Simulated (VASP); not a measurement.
Write the native input for VASP 6.6.1 that does the following.

| Quantity | Value |
| --- | --- |
| Task | density of states |
| Functional | BLYP |
| Dispersion | D4 |
| Potentials or basis | VASP PAW PBE potentials, release 64 (Sb) |
| Cutoff | 520 eV |
| k mesh | 8 × 8 × 8 |
| Occupations | methfessel-paxton, width 0.1 eV |
| Spin | no spin polarisation |
| Dipole correction | no |
| k mesh for the DOS | 12 × 12 × 12 |
| Occupations for the DOS | tetrahedron |
| Further INCAR settings | ALGO = Normal; EDIFF = 1e-06 |

Crystal: Sb.

```
Sb
1.0
     2.15420    1.24373    3.75800
    -2.15420    1.24373    3.75800
     0.00000   -2.48746    3.75800
Sb
2
Direct
  0.76651 0.76651 0.76651
  0.23349 0.23349 0.23349
```

These files were run (other wordings do the same):

POSCAR

```
Sb
1.0
    2.1542000000      1.2437279499      3.7580000000
   -2.1542000000      1.2437279499      3.7580000000
    0.0000000000     -2.4874558998      3.7580000000
Sb
2
Direct
    0.7665100000      0.7665100000      0.7665100000
    0.2334900000      0.2334900000      0.2334900000
```

INCAR.step1

```
SYSTEM = Sb
PREC     = Accurate       ! precision mode
ENCUT    = 520            ! plane-wave cutoff, eV
EDIFF    = 1E-6           ! SCF threshold, eV
ISMEAR   = 1              ! smearing method
SIGMA    = 0.1            ! smearing width, eV
LREAL    = .False.        ! projectors in reciprocal space
LASPH    = .True.         ! aspherical terms in the spheres
NELM     = 80             ! most SCF steps
ALGO     = Normal         ! electronic algorithm
ISIF     = 2              ! what is computed and relaxed
LWAVE    = .False.        ! write WAVECAR
LCHARG   = .True.         ! write CHGCAR
GGA      = B5             ! functional
ALDAX    = 1.0          
AGGAX    = 1.0          
AGGAC    = 1.0          
ALDAC    = 0.0          
IVDW     = 13             ! dispersion correction
VDW_S6   = 1.0          
VDW_S8   = 2.34076671   
VDW_A1   = 0.44488865   
VDW_A2   = 4.0933009    
NBANDS   = 12             ! bands
```

KPOINTS.step1

```
regular mesh
0
Gamma
  8 8 8
  0 0 0
```

INCAR.step2

```
SYSTEM = Sb
PREC     = Accurate       ! precision mode
ENCUT    = 520            ! plane-wave cutoff, eV
EDIFF    = 1E-6           ! SCF threshold, eV
ISMEAR   = -5             ! smearing method
SIGMA    = 0.1            ! smearing width, eV
LREAL    = .False.        ! projectors in reciprocal space
LASPH    = .True.         ! aspherical terms in the spheres
NELM     = 80             ! most SCF steps
ALGO     = Normal         ! electronic algorithm
ISIF     = 2              ! what is computed and relaxed
LWAVE    = .False.        ! write WAVECAR
LCHARG   = .False.        ! write CHGCAR
GGA      = B5             ! functional
ALDAX    = 1.0          
AGGAX    = 1.0          
AGGAC    = 1.0          
ALDAC    = 0.0          
IVDW     = 13             ! dispersion correction
VDW_S6   = 1.0          
VDW_S8   = 2.34076671   
VDW_A1   = 0.44488865   
VDW_A2   = 4.0933009    
LORBIT   = 11             ! projections on sites
NEDOS    = 1001           ! points of the DOS
ICHARG   = 11             ! starting density
```

KPOINTS.step2

```
regular mesh
0
Gamma
  12 12 12
  0 0 0
```

Potentials or basis: VASP PAW PBE potentials, release 64 (Sb).

The run is started by

```console
$ cat potpaw_PBE.64/Sb/POTCAR > POTCAR
$ cp INCAR.step1 INCAR
$ cp KPOINTS.step1 KPOINTS
$ mpirun -np 1 vasp_std > vasp.out
$ cp INCAR.step2 INCAR
$ cp KPOINTS.step2 KPOINTS
$ mpirun -np 1 vasp_std > vasp.out
```

It gave:

```
Valence electrons inside the program's atomic spheres : Sb 2.45
Dispersion energy per atom                            : -0.966 eV
```

Caveat: spin-orbit coupling is left out, which moves the levels of the heavy elements.

It took 54 s on 1 thread of Intel(R) Xeon(R) 6975P-C (Granite Rapids) (shared host), peak memory 0.25 GiB.
